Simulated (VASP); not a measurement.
Input of a VASP 6.6.1 run:

Contents of INCAR:

```
PREC = Accurate
ENCUT = 600
EDIFF = 1E-6
ISMEAR = -1
SIGMA = 0.05
LREAL = False
LASPH = True
NELM = 60
ALGO = Normal
ISIF = 3
LWAVE = False
LCHARG = False
GGA = PS
IBRION = 2
NSW = 60
EDIFFG = -0.01
PSTRESS = 50.0
```

File KPOINTS:

```
Automatic mesh
0
Gamma
  11 11 6
```

Contents of POSCAR:

```
Al
1.0
    2.8124553515      0.0000000000      0.0000000000
   -1.4062276757      2.4356577814      0.0000000000
    0.0000000000      0.0000000000      4.8668500000
Al
2
Direct
    0.3333333333      0.6666666667      0.2500000000
    0.6666666667      0.3333333333      0.7500000000
```

Potentials or basis: VASP PAW PBE potentials, release 64 (Al).

Launch:

```console
$ cat potpaw_PBE.64/Al/POTCAR > POTCAR
$ mpirun -np 1 vasp_std > vasp.out
```

(1) What does it give for the band gap on the k mesh?

(2) What does it give for the space group after relaxing (to 0.05 Å)?

(3) Estimate the relaxed cell.

(4) Estimate the relaxed volume.

Results:

(1) zero (band 3 reaches 12.70 eV, above the bottom of band 4 at 5.53 eV).

(2) P6_3/mmc (No. 194).

(3) a = 2.784 Å, b = 2.784 Å, c = 4.602 Å, α = 90.00°, β = 90.00°, γ = 120.00°.

(4) 15.45 Å³/atom.

Caveat: the cell is relaxed towards a set pressure, so the enthalpy falls and the energy may rise; the PAW data sets were made with another functional, which shifts forces and pressure a little.
